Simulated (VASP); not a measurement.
Set up this calculation in VASP 6.6.1, as the native input.

```yaml
Task: single point
Functional: PBEsol
Potentials_or_basis: VASP PAW PBE potentials, release 64 (Sn_d, Cu)
Cutoff: 520 eV
k_mesh: 7 × 7 × 7
Occupations: fermi-dirac, width 0.05 eV
Spin: no spin polarisation
Dipole_correction: no
Further_INCAR_settings: ALGO = Fast; EDIFF = 1e-07; NBANDS = 34
```

The structure of CuSn3 lies in POSCAR:

```
CuSn3
1.0
   -2.2399030000      2.2399030000      4.6758758400
    2.2399030000     -2.2399030000      4.6758758400
    2.2399030000      2.2399030000     -4.6758758400
Sn Cu
3 1
Direct
    0.5000000000      0.5000000000      0.0000000000
    0.2500000000      0.7500000000      0.5000000000
    0.7500000000      0.2500000000      0.5000000000
    0.0000000000      0.0000000000      0.0000000000
```

One way to write it, as run:

INCAR

```
PREC = Accurate
ENCUT = 520
EDIFF = 1E-7
ISMEAR = -1
SIGMA = 0.05
LREAL = F
LASPH = T
NELM = 80
ALGO = Fast
ISIF = 2
LWAVE = F
LCHARG = F
GGA = PS
NBANDS = 34
```

KPOINTS

```
regular mesh
0
Gamma
  7 7 7
```

Potentials or basis: VASP PAW PBE potentials, release 64 (Sn_d, Cu).

Command:

```console
$ cat potpaw_PBE.64/Sn_d/POTCAR potpaw_PBE.64/Cu/POTCAR > POTCAR
$ mpirun -np 1 vasp_std > vasp.out
```

It gave:

```yaml
Pressure: -1.9 GPa
Band_gap_on_the_k_mesh: zero (an odd number of electrons rules out a gap without spin polarisation)
```

Caveat: the PAW data sets were made with another functional, which shifts forces and pressure a little; spin-orbit coupling is left out, which moves the levels of the heavy elements.

It took 6 min on 1 thread of Intel Xeon 8259CL (shared host), peak memory 0.32 GiB.
